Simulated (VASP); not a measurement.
Li, 1 atom in the cell. The structure is cubic, space group Im-3m (No. 229). Conventional cell: a = 3.482 Å, b = 3.482 Å, c = 3.482 Å, α = 90.00°, β = 90.00°, γ = 90.00°. Li (site symmetry m-3m) has 14 Li at 3.02 to 3.48 Å within 4.0 Å. 

| Property | Result |
| --- | --- |
| Program | VASP 6.6.1 |
| Task | single point |
| Functional | revPBE |
| Potentials or basis | VASP PAW PBE potentials, release 64 (Li_sv) |
| Cutoff | 520 eV |
| k mesh | 11 × 11 × 11 |
| Occupations | fermi-dirac, width 0.05 eV |
| Spin | no spin polarisation |
| Dipole correction | no |
| Further INCAR settings | ALGO = Fast; EDIFF = 1e-06; NBANDS = 8 |

Potentials or basis: VASP PAW PBE potentials, release 64 (Li_sv).

Run with:

```sh
$ cat potpaw_PBE.64/Li_sv/POTCAR > POTCAR
$ mpirun -np 1 vasp_std > vasp.out
```

Hardware: 1 thread of Intel(R) Xeon(R) Platinum 8488C (Sapphire Rapids), on a shared host.

Problem. Estimate the wall time of this run.

Solution. Wall time 6 s on 1 thread of Intel(R) Xeon(R) Platinum 8488C (Sapphire Rapids), on a shared host, peak memory 0.13 GiB. Counts: scf iterations 14, k points 56.
